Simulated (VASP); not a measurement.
Input of a VASP 6.6.1 run:

Contents of INCAR:

```
SYSTEM = GaN
PREC = Accurate ; ENCUT = 520
EDIFF = 1E-7 ; ISMEAR = 0
SIGMA = 0.05 ; LREAL = .False.
LASPH = .True. ; NELM = 100
ALGO = Normal ; ISIF = 2
LWAVE = .False. ; LCHARG = .True.
GGA = PS ; LELF = .True.
LVHAR = .True. ; NBANDS = 26
```

KPOINTS

```
regular mesh
0
Gamma
  12 12 6
  0 0 0
```

The input POSCAR:

```
GaN
1.0
    2.9597000000      0.0000000000      0.0000000000
   -1.4798500000      2.5631753876      0.0000000000
    0.0000000000      0.0000000000      4.9777000000
Ga N
2 2
Direct
    0.3333333333      0.6666666667      0.9991906513
    0.6666666667      0.3333333333      0.4991906513
    0.3333333333      0.6666666667      0.3758093487
    0.6666666667      0.3333333333      0.8758093487
```

Potentials or basis: VASP PAW PBE potentials, release 64 (Ga_d, N).

Command:

```sh
$ cat potpaw_PBE.64/Ga_d/POTCAR potpaw_PBE.64/N/POTCAR > POTCAR
$ mpirun -np 1 vasp_std > vasp.out
```

What does it give for the band gap on the k mesh?

2.97 eV, direct.

What does it give for the pressure?

52.5 GPa.

Stress tensor (GPa, compression positive):
```
59.44  0.00  0.00
 0.00 59.44  0.00
 0.00  0.00 38.56
```

Caveat: the PAW data sets were made with another functional, which shifts forces and pressure a little. A k mesh can miss the band edges.
